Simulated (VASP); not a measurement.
Write the native input for VASP 6.6.1 that does the following.

```yaml
Task: single point
Functional: PBE
Potentials_or_basis: VASP PAW PBE potentials, release 64 (Li_sv, Cl)
Cutoff: 520 eV
k_mesh: 8 × 8 × 8
Occupations: gaussian, width 0.02 eV
Spin: no spin polarisation
Dipole_correction: no
Further_INCAR_settings: ALGO = Normal; EDIFF = 1e-07; NBANDS = 12
```

The structure of LiCl lies in POSCAR:

```
LiCl
1.0
    0.0000000000      2.6343419388      2.6343419388
    2.6343419388      0.0000000000      2.6343419388
    2.6343419388      2.6343419388      0.0000000000
Li Cl
1 1
Direct
    0.0000000000      0.0000000000      0.0000000000
    0.5000000000      0.5000000000      0.5000000000
```

This cell differs from its parent crystal: strained.

These files were run (other wordings do the same):

INCAR

```
SYSTEM = LiCl
ALGO = Normal
EDIFF = 1E-7
ENCUT = 520
GGA = PE
ISIF = 2
ISMEAR = 0
LASPH = .TRUE.
LCHARG = .TRUE.
LELF = .TRUE.
LREAL = .FALSE.
LVHAR = .TRUE.
LWAVE = .FALSE.
NBANDS = 12
NELM = 100
PREC = Accurate
SIGMA = 0.02
```

KPOINTS

```
k-points
0
G
  8 8 8
  0 0 0
```

Potentials or basis: VASP PAW PBE potentials, release 64 (Li_sv, Cl).

Run with:

```sh
$ cat potpaw_PBE.64/Li_sv/POTCAR potpaw_PBE.64/Cl/POTCAR > POTCAR
$ mpirun -np 1 vasp_std > vasp.out
```

Results of the run:

| Property | Result |
| --- | --- |
| Band gap on the k mesh | 5.91 eV, direct |

Caveat: the cell differs from its parent crystal (strained).

Run time: 12 s on 1 thread of Intel(R) Xeon(R) Platinum 8259CL CPU @ 2.50GHz (Skylake/Cascade Lake), on a shared host, peak memory 0.15 GiB.
